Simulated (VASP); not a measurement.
Wanted: the native input for a VASP 6.6.1 run.

```yaml
Task: single point
Functional: r2SCAN
Potentials_or_basis: VASP PAW PBE potentials, release 64 (V_sv)
Cutoff: 520 eV
k_mesh: 24 × 24 × 24
Occupations: fermi-dirac, width 0.1 eV
Spin: no spin polarisation
Dipole_correction: no
Further_INCAR_settings: ALGO = Normal; EDIFF = 1e-07; NBANDS = 12
```

The system is V.

```
V
1.0
    -1.49177    1.49177    1.49177
     1.49177   -1.49177    1.49177
     1.49177    1.49177   -1.49177
V
1
Cartesian
  0.0000 0.0000 0.0000
```

One way to write it, as run:

POSCAR

```
V
1.0
   -1.4917693513      1.4917693513      1.4917693513
    1.4917693513     -1.4917693513      1.4917693513
    1.4917693513      1.4917693513     -1.4917693513
V
1
Direct
    0.0000000000      0.0000000000      0.0000000000
```

INCAR.step1

```
SYSTEM = V
PREC = Accurate
ENCUT = 520
ISMEAR = -1
SIGMA = 0.1
LREAL = .False.
LASPH = .True.
NELM = 80
NBANDS = 12
GGA = PE
ALGO = Normal
EDIFF = 1E-4
LWAVE = .True.
LCHARG = .False.
```

INCAR.step2

```
SYSTEM = V
PREC = Accurate
ENCUT = 520
EDIFF = 1E-7
ISMEAR = -1
SIGMA = 0.1
LREAL = .False.
LASPH = .True.
NELM = 80
ALGO = Normal
ISIF = 2
LWAVE = .False.
LCHARG = .False.
METAGGA = R2SCAN
LMIXTAU = .True.
NBANDS = 12
ISTART = 1
```

KPOINTS

```
Automatic mesh
0
Gamma
  24 24 24
  0 0 0
```

Potentials or basis: VASP PAW PBE potentials, release 64 (V_sv).

Run with:

```bash
$ cat potpaw_PBE.64/V_sv/POTCAR > POTCAR
$ cp INCAR.step1 INCAR
$ mpirun -np 1 vasp_std > vasp.out
$ cp INCAR.step2 INCAR
$ mpirun -np 1 vasp_std > vasp.out
```

It gave:

| Quantity | Value |
| --- | --- |
| Pressure | 0.8 GPa |

Caveat: the PAW data sets were made with another functional, which shifts forces and pressure a little.

Run time: 120 s on 1 thread of Intel(R) Xeon(R) Platinum 8559C (Emerald Rapids) (shared host), peak memory 0.17 GiB.
